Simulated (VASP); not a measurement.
Write the native input for VASP 6.6.1 that does the following.

```
Task                   : single point
Functional             : PBEsol
Potentials or basis    : VASP PAW PBE potentials, release 64 (Pt)
Cutoff                 : 520 eV
k mesh                 : 18 × 18 × 10
Occupations            : gaussian, width 0.15 eV
Spin                   : no spin polarisation
Dipole correction      : no
Further INCAR settings : ALGO = Normal; EDIFF = 1e-06; NBANDS = 17
```

The structure of Pt lies in POSCAR:

```
Pt
1.0
    2.7251897179      0.0000000000      0.0000000000
   -1.3625948590      2.3600835258      0.0000000000
    0.0000000000      0.0000000000      4.4716000000
Pt
2
Direct
    0.6666666667      0.3333333333      0.7500000000
    0.3333333333      0.6666666667      0.2500000000
```

This isn't the form of Pt at room conditions, which is fcc.

These files were run (other wordings do the same):

INCAR

```
ALGO = Normal
EDIFF = 1E-6
ENCUT = 520
GGA = PS
ISIF = 2
ISMEAR = 0
LASPH = True
LCHARG = True
LELF = True
LREAL = False
LVHAR = True
LWAVE = False
NBANDS = 17
NELM = 100
PREC = Accurate
SIGMA = 0.15
```

KPOINTS

```
k-points
0
Gamma
  18 18 10
```

Potentials or basis: VASP PAW PBE potentials, release 64 (Pt).

Launch:

```sh
$ cat potpaw_PBE.64/Pt/POTCAR > POTCAR
$ mpirun -np 1 vasp_std > vasp.out
```

It gave:

```yaml
Pressure: 16.0 GPa
Band_gap_on_the_k_mesh: zero (bands 10 and 11 overlap by 1.39 eV)
```

Caveat: the cell stands under pressure; the PAW data sets were made with another functional, which shifts forces and pressure a little; spin-orbit coupling is left out, which moves the levels of the heavy elements.

Run time: 36 s on 1 thread of Intel(R) Xeon(R) 6975P-C (Granite Rapids), on a shared host, peak memory 0.2 GiB.
